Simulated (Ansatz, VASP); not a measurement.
# One calculation of PbS, two programs

```
CELL_PARAMETERS angstrom
0.00000 3.00948 2.96500
3.00948 0.00000 2.96500
3.00948 3.00948 0.00000
ATOMIC_POSITIONS crystal
Pb 0.00000 0.00000 0.00000
S 0.50000 0.50000 0.50000
```

Change from the starting cell: strain +0.015 along x and y, +0.000 along z, atoms carried along.

Alike in both runs: task single point; functional PBE; k mesh 10 × 10 × 10; occupations gaussian, width 0.03 eV; no spin polarisation.

```csv
,VASP,Ansatz
version,VASP 6.6.1,Ansatz 0.2.0
potentials or method,"VASP PAW PBE potentials, release 64 (Pb_d, S), cutoff 520 eV","scalar-relativistic, plane waves, PAW"
valence electrons in the cell,20,20
```

Ansatz gave:

- gap on the k mesh at the Fermi level (eV): 0.45
- least direct gap on the mesh (eV): 0.45
- pressure (GPa): 0.6
- traceless stress, the component that is largest in VASP (GPa): 1.16

Q: Estimate VASP's values.

A: gap on the k mesh at the Fermi level (eV): 0.46; least direct gap on the mesh (eV): 0.46; pressure (GPa): 0.5; traceless stress, the component that is largest in VASP (GPa): 1.16.

Neither program's run includes spin-orbit coupling.
